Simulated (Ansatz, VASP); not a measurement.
**Two plane-wave programs on AlN**

INCAR

```
SYSTEM = AlN
PREC = Accurate
ENCUT = 520
EDIFF = 1E-8
ISMEAR = -1
SIGMA = 0.02
LREAL = .FALSE.
LASPH = .TRUE.
NELM = 100
ALGO = Normal
ISIF = 2
LWAVE = .FALSE.
LCHARG = .FALSE.
LEFG = .TRUE.
NBANDS = 16
```

Contents of KPOINTS:

```
regular mesh
0
G
  11 11 6
  0 0 0
```

Contents of POSCAR:

```
AlN
1.0
    3.1100000000      0.0000000000      0.0000000000
   -1.5550000000      2.6933390058      0.0000000000
    0.0000000000      0.0000000000      4.9800000000
Al N
2 2
Direct
    0.6666666667      0.3333333333      0.0000000000
    0.3333333333      0.6666666667      0.5000000000
    0.6666666667      0.3333333333      0.3820000000
    0.3333333333      0.6666666667      0.8820000000
```

Input for Ansatz:

```yaml
crystal:
  lattice:
    - [3.11, 0.0, 0.0]
    - [-1.555, 2.6933390058, 0.0]
    - [0.0, 0.0, 4.98]
  atoms:
    - { symbol: Al, position: [0.6666666667, 0.3333333333, 0.0] }
    - { symbol: Al, position: [0.3333333333, 0.6666666667, 0.5] }
    - { symbol: "N", position: [0.6666666667, 0.3333333333, 0.382] }
    - { symbol: "N", position: [0.3333333333, 0.6666666667, 0.882] }
kpoints:
  mp_grid: { grid: [11, 11, 6] }
scf:
  occupations: { method: fermi_dirac, width: 0.02 }
hamiltonian:
  xc: lda
  pseudopotentials: { kind: paw }
output:
  forces: true
  stress: true
  populations: true
  efg:
    quadrupole_moments_barn: { Al: 0.1466, "N": 0.02044 }
    contact_densities: true
```

Alike in both runs: task electric field gradients; functional LDA; k mesh 11 × 11 × 6; occupations fermi-dirac, width 0.02 eV; no spin polarisation.

```csv
,VASP,Ansatz
version,VASP 6.6.1,Ansatz 0.2.0
potentials or method,"VASP PAW LDA potentials, release 64 (Al, N)","plane-wave PAW, scalar-relativistic"
plane-wave cutoff (eV),520,420
valence electrons in the cell,16,16
```

|  | VASP | Ansatz | Ansatz less VASP |
| --- | --- | --- | --- |
| gap on the k mesh at the Fermi level (eV) | 4.24 | 4.23 | -0.007 |
| pressure (GPa) | -3.7 | -4.3 | -0.57 |
| rms of the force components (eV/Å) | 0.009 | 0.009 | -0.0001 |
| size of Vzz on the site where it differs most (V/Å²) | 5.2 | 5.0 | -0.22 |

LDA's correlation is that of Perdew and Zunger in VASP and of Perdew and Wang (1992) in Ansatz. Atom by atom the forces differ by 0.000 eV/Å (rms over components).
